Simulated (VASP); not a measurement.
A run of VASP 6.6.1 is set up as follows.

The input POSCAR:

```
AlN
1.0
    0.0000000000      2.1394097525      2.1394097525
    2.1394097525      0.0000000000      2.1394097525
    2.1394097525      2.1394097525      0.0000000000
Al N
1 1
Direct
    0.0000000000      0.0000000000      0.0000000000
    0.2500000000      0.2500000000      0.2500000000
```

Contents of INCAR.step1:

```
ALGO = Normal
EDIFF = 1E-4
ENCUT = 520
GGA = PE
ISMEAR = -1
LASPH = T
LCHARG = F
LREAL = F
LWAVE = T
NBANDS = 11
NELM = 100
PREC = Accurate
SIGMA = 0.05
```

File INCAR.step2:

```
ALGO = Normal
EDIFF = 1E-7
ENCUT = 520
ISIF = 2
ISMEAR = -1
ISTART = 1
IVDW = 13
LASPH = T
LCHARG = F
LMIXTAU = T
LREAL = F
LWAVE = F
METAGGA = R2SCAN
NBANDS = 11
NELM = 100
PREC = Accurate
SIGMA = 0.05
VDW_A1 = 0.51559235
VDW_A2 = 5.77342911
VDW_S6 = 1.0
VDW_S8 = 0.6018749
```

The input KPOINTS:

```
k-points
0
Gamma
  10 10 10
```

Potentials or basis: VASP PAW PBE potentials, release 64 (Al, N).

Command:

```bash
$ cat potpaw_PBE.64/Al/POTCAR potpaw_PBE.64/N/POTCAR > POTCAR
$ cp INCAR.step1 INCAR
$ mpirun -np 1 vasp_std > vasp.out
$ cp INCAR.step2 INCAR
$ mpirun -np 1 vasp_std > vasp.out
```

(1) Estimate the dispersion energy per atom.

(2) What does it give for the pressure?

(3) Estimate the band gap on the k mesh.

## Answers

(1) -0.122 eV.

(2) 12.7 GPa.

(3) 3.98 eV, indirect (least direct gap 5.48 eV).

Caveat: the PAW data sets were made with another functional, which shifts forces and pressure a little.
